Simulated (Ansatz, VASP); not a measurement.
# One calculation of Sr, two programs

```
Sr
1.0
     0.00000    2.38081    2.38081
     2.38081    0.00000    2.38081
     2.38081    2.38081    0.00000
Sr
1
Direct
  0.00000 0.00000 0.00000
```

Change from the starting cell: volume scaled by 0.52, LAPW.

Alike in both runs: task single point; functional PBEsol; k mesh 11 × 11 × 11; occupations fermi-dirac, width 0.05 eV; no spin polarisation.

|  | VASP | Ansatz |
| --- | --- | --- |
| version | VASP 6.6.1 | Ansatz 0.2.0 |
| potentials or method | VASP PAW PBE potentials, release 64 (Sr_sv), cutoff 520 eV | all-electron LAPW, scalar-relativistic |

Ansatz gave:

| Property | Result |
| --- | --- |
| pressure (GPa) | 20.4 |

**Question.** Which values does VASP return?

**Answer.** Pressure (GPa): 20.6.

VASP's potentials were made for PBE, not for PBEsol. Ansatz ran all-electron here, and VASP with PAW potentials.
